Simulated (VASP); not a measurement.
# Rb2BaS2 (P-3m1) in VASP: a series of runs, part 2 of 2

VASP 6.6.1.

### Step 3. Single point, LDA

POSCAR

```
Rb2BaS2
1.0
    4.9375118257      0.0000000000      0.0000000000
   -2.4687559129      4.2760106726      0.0000000000
    0.0000000000      0.0000000000      8.6244044963
Rb Ba S
2 1 2
Direct
    0.6666666667      0.3333333333      0.3604235188
    0.3333333333      0.6666666667      0.6395764812
    0.0000000000      0.0000000000      0.0000000000
    0.6666666667      0.3333333333      0.8020654664
    0.3333333333      0.6666666667      0.1979345336
```

INCAR.step1

```
ALGO = Normal
EDIFF = 1E-6
ENCUT = 520
GGA = CA
ISIF = 2
ISMEAR = 0
LASPH = T
LCHARG = T
LREAL = F
LWAVE = F
NBANDS = 28
NELM = 60
PREC = Accurate
SIGMA = 0.02
```

KPOINTS.step1

```
k-points
0
Gamma
  6 6 4
```

INCAR.step2

```
ALGO = Normal
EDIFF = 1E-6
ENCUT = 520
GGA = CA
ICHARG = 11
ISIF = 2
ISMEAR = -5
LASPH = T
LCHARG = F
LORBIT = 11
LREAL = F
LWAVE = F
NEDOS = 2001
NELM = 60
PREC = Accurate
SIGMA = 0.02
```

KPOINTS.step2

```
k-points
0
Gamma
  9 9 6
```

Potentials or basis: VASP PAW LDA potentials, release 64 (Rb_sv, Ba_sv, S).

Launch:

```
$ cat potpaw_LDA.64/Rb_sv/POTCAR potpaw_LDA.64/Ba_sv/POTCAR potpaw_LDA.64/S/POTCAR > POTCAR
$ cp INCAR.step1 INCAR
$ cp KPOINTS.step1 KPOINTS
$ mpirun -np 1 vasp_std > vasp.out
$ cp INCAR.step2 INCAR
$ cp KPOINTS.step2 KPOINTS
$ mpirun -np 1 vasp_std > vasp.out
```

OUTCAR:

```text
EDIFF = 1E-6
   ENCUT = 520
   GGA = CA
   ICHARG = 11
   ISIF = 2
   ISMEAR = -5
   LASPH = T
   LORBIT = 11
   LREAL = F
   NELM = 60
   PREC = Accurate

 ion  position               nearest neighbor table
   1  0.667  0.333  0.360-   5 3.18   5 3.18   5 3.18   2 3.73   2 3.73   2 3.73   4 3.81   3 4.22
                             3 4.22   3 4.22
   2  0.333  0.667  0.640-   4 3.18   4 3.18   4 3.18   1 3.73   1 3.73   1 3.73   5 3.81   3 4.22
                             3 4.22   3 4.22
   3  0.000  0.000  0.000-   4 3.32   5 3.32   4 3.32   5 3.32   4 3.32   5 3.32   1 4.22   2 4.22
                             2 4.22   1 4.22   1 4.22   2 4.22
   4  0.667  0.333  0.802-   2 3.18   2 3.18   2 3.18   3 3.32   3 3.32   3 3.32   1 3.81
   5  0.333  0.667  0.198-   1 3.18   1 3.18   1 3.18   3 3.32   3 3.32   3 3.32   2 3.81

  LATTYP: Found a hexagonal cell.
 ALAT       =     4.9375118257
 C/A-ratio  =     1.7467106512

  Lattice vectors:

 A1 = (   4.9375118257,   0.0000000000,   0.0000000000)
 A2 = (  -2.4687559129,   4.2760106726,   0.0000000000)
 A3 = (   0.0000000000,   0.0000000000,   8.6244044963)

Analysis of symmetry for initial positions (statically):
=====================================================================
 Subroutine PRICEL returns:
 Original cell was already a primitive cell.

 Routine SETGRP: Setting up the symmetry group for a
 hexagonal supercell.

 Subroutine GETGRP returns: Found 12 space group operations
 (whereof 12 operations were pure point group operations)
 out of a pool of 24 trial point group operations.

The static configuration has the point symmetry D_3d.

Analysis of symmetry for dynamics (positions and initial velocities):
=====================================================================
 Subroutine PRICEL returns:
 Original cell was already a primitive cell.

 Routine SETGRP: Setting up the symmetry group for a
 hexagonal supercell.

 Subroutine GETGRP returns: Found 12 space group operations
 (whereof 12 operations were pure point group operations)
 out of a pool of 24 trial point group operations.

The dynamic configuration has the point symmetry D_3d.

 Subroutine INISYM returns: Found 12 space group operations
 (whereof 12 operations are pure point group operations),
 and found     1 'primitive' translations

----------------------------------------------------------------------------------------

                                     Primitive cell

  volume of cell :     182.0858

  direct lattice vectors                    reciprocal lattice vectors
     4.937511826  0.000000000  0.000000000     0.202531160  0.116931420  0.000000000
    -2.468755913  4.276010673  0.000000000     0.000000000  0.233862840  0.000000000
     0.000000000  0.000000000  8.624404496     0.000000000  0.000000000  0.115950035

  length of vectors
     4.937511826  4.937511826  8.624404496     0.233862840  0.233862840  0.115950035

  position of ions in fractional coordinates (direct lattice)
     0.666666667  0.333333333  0.360423519
     0.333333333  0.666666667  0.639576481
     0.000000000  0.000000000  0.000000000
     0.666666667  0.333333333  0.802065466
     0.333333333  0.666666667  0.197934534

  ion indices of the primitive-cell ions
   primitive index   ion index
                 1           1
                 2           2
[... 61 lines left out ...]
   total plane-waves  NPLWV = 102400
   dimension x,y,z NGX =    40 NGY =   40 NGZ =   64
   dimension x,y,z NGXF=    80 NGYF=   80 NGZF=  128
   ions per type =               2   1   2
   NGX,Y,Z   is equivalent  to a cutoff of  13.47, 13.47, 12.34 a.u.
   NGXF,Y,Z  is equivalent  to a cutoff of  26.94, 26.94, 24.67 a.u.
 SYSTEM =  unknown system
   PREC   = accura    normal or accurate (medium, high low for compatibility)
   ISTART =      0    job   : 0-new  1-cont  2-samecut
   ICHARG =     11    charge: 1-file 2-atom 10-const
   ISPIN  =      1    spin polarized calculation?
   LNONCOLLINEAR =      F non collinear calculations
   LSORBIT =      F    spin-orbit coupling
   LASPH  =      T    aspherical Exc in radial PAW
   ENCUT  =  520.0 eV  38.22 Ry    6.18 a.u.   9.18  9.18 16.04*2*pi/ulx,y,z
   NELM   =     60;   NELMIN=  2; NELMDL=  0     # of ELM steps
   EDIFF  = 0.1E-05   stopping-criterion for ELM
   LREAL  =      F    real-space projection
   EDIFFG = 0.1E-04   stopping-criterion for IOM
   NSW    =      0    number of steps for IOM
   IBRION =     -1    ionic relax: 0-MD 1-quasi-New 2-CG
   NFREE  =      0    steps in history (QN), initial steepest desc. (CG)
   ISIF   =      2    stress and relaxation
   ISYM   =      2    0-nonsym 1-usesym 2-fastsym
   POTIM  = 0.5000    time-step for ionic-motion
   TEBEG  =    0.0;   TEEND  =   0.0 temperature during run
   PSTRESS=    0.0 pullay stress
   NELECT =      40.0000    total number of electrons
   NUPDOWN=      -1.0000    fix difference up-down
   EMIN   =  10.00;   EMAX   =-10.00  energy-range for DOS
   EFERMI =   0.00;   METHOD = LEGACY
   ISMEAR =    -5;   SIGMA  =   0.02  broadening in eV -4-tet -1-fermi 0-gaus
   EFERMI_NEDOS =   21; number of points for ismear=-14 and -15
   IALGO  =     38    algorithm
   IMIX   =      4    mixing-type and parameters
     AMIX     =   0.40;   BMIX     =  1.00
     AMIX_MAG =   1.60;   BMIX_MAG =  1.00
  volume/ion in A,a.u.               =      36.42       245.76
  Fermi-wavevector in a.u.,A,eV,Ry     =   0.987801  1.866673 13.275897  0.975751
  Thomas-Fermi vector in A             =   2.119281
   LORBIT       =     11    0 simple, 1 ext, 2 COOP (PROOUT), +10 PAW based schemes
   GGA     = CA    functional components
   LHFCALC =     F    Hartree Fock is set to
   AEXX    =    0.0000 exact exchange contribution
   IVDW    =     0    specifies the selected vdW correction
   LEPSILON=     F    determine dielectric tensor
   LRPA    =     F    only Hartree local field effects (RPA)
 non-spin polarized calculation
 Fermi weights with tetrahedron method with Bloechl corrections
  energy-cutoff  :      520.00
  volume of cell :      182.09
 maximum number of plane-waves:      4926
 NGX is ok and might be reduce to    40

 number of electron      40.0000001 magnetization

 Free energy of the ion-electron system (eV)
  ---------------------------------------------------
  ext. energy  EPLUGINS =         0.00000000
  ---------------------------------------------------
  free energy    TOTEN  =       -20.72845104 eV

  energy without entropy =      -20.72845104  energy(sigma->0) =      -20.72845104

 E-fermi :   0.2800     XC(G=0):  -8.2052

 val. band max:        0.2779254097   @ k =   0.2222   0.1111   0.5000
 cond. band min:       2.2935457881   @ k =   0.0000   0.0000   0.0000
 fundamental gap:      2.0156203785
 Fermi energy:         0.2799960046

 k-point     1 :       0.0000    0.0000    0.0000
  band No.  band energies     occupation
      1     -26.0019      2.00000
      2     -25.7982      2.00000
      3     -25.7051      2.00000
      4     -11.5520      2.00000
      5     -11.1231      2.00000
      6     -11.1231      2.00000
[... 637 lines left out ...]
     23       4.2508      0.00000
     24       5.0605      0.00000

 [... further k-points ...]

------------------------ aborting loop because EDIFF is reached ----------------------------------------

  FORCE on cell =-STRESS in cart. coord.  units (eV):
  Direction    XX          YY          ZZ          XY          YZ          ZX
  --------------------------------------------------------------------------------------
  -------------------------------------------------------------------------------------
  Total       -2.6548839     -2.6548839     -2.4004243      0.0000000      0.0000000     -0.0000000
  in kB      -23.3603890    -23.3603890    -21.1213928      0.0000000      0.0000000     -0.0000000
  external PRESSURE =     -22.6140569 kB  Pullay stress =       0.0000000 kB

 VOLUME and BASIS-vectors are now :
 -----------------------------------------------------------------------------
  energy-cutoff  :      520.00
  volume of cell :      182.09
      direct lattice vectors                 reciprocal lattice vectors
     4.937511826  0.000000000  0.000000000     0.202531160  0.116931420  0.000000000
    -2.468755913  4.276010673  0.000000000     0.000000000  0.233862840  0.000000000
     0.000000000  0.000000000  8.624404496     0.000000000  0.000000000  0.115950035

 POSITION                                       TOTAL-FORCE (eV/Angst)
 -----------------------------------------------------------------------------------
      2.46876      1.42534      3.10844         0.000000      0.000000     -0.068055
     -0.00000      2.85067      5.51597        -0.000000     -0.000000      0.068055
      0.00000      0.00000      0.00000        -0.000000      0.000000      0.000000
      2.46876      1.42534      6.91734         0.000000      0.000000     -0.019931
     -0.00000      2.85067      1.70707         0.000000     -0.000000      0.019931
 -----------------------------------------------------------------------------------
    total drift:                                0.000000      0.000000     -0.000000

  FREE ENERGIE OF THE ION-ELECTRON SYSTEM (eV)
  ---------------------------------------------------
  free  energy   TOTEN  =       -20.7284510392 eV

  energy  without entropy=      -20.7284510392  energy(sigma->0) =      -20.72845104

 total charge

# of ion       s       p       d       tot
------------------------------------------
    1        1.951   5.318   0.044   7.314
    2        1.951   5.318   0.044   7.314
    3        2.006   5.595   0.237   7.838
    4        1.322   2.375   0.000   3.696
    5        1.322   2.375   0.000   3.696
--------------------------------------------------
tot          8.551  20.981   0.326  29.858
```

Run time: 7.3 min. Hardware: 1 thread of Intel Xeon 8259CL, shared host; peak memory 0.42 GiB.

What came out:

* Valence electrons inside the program's atomic spheres: Rb 7.31; Ba 7.84; S 3.70

Caveat: spin-orbit coupling is left out, which moves the levels of the heavy elements.
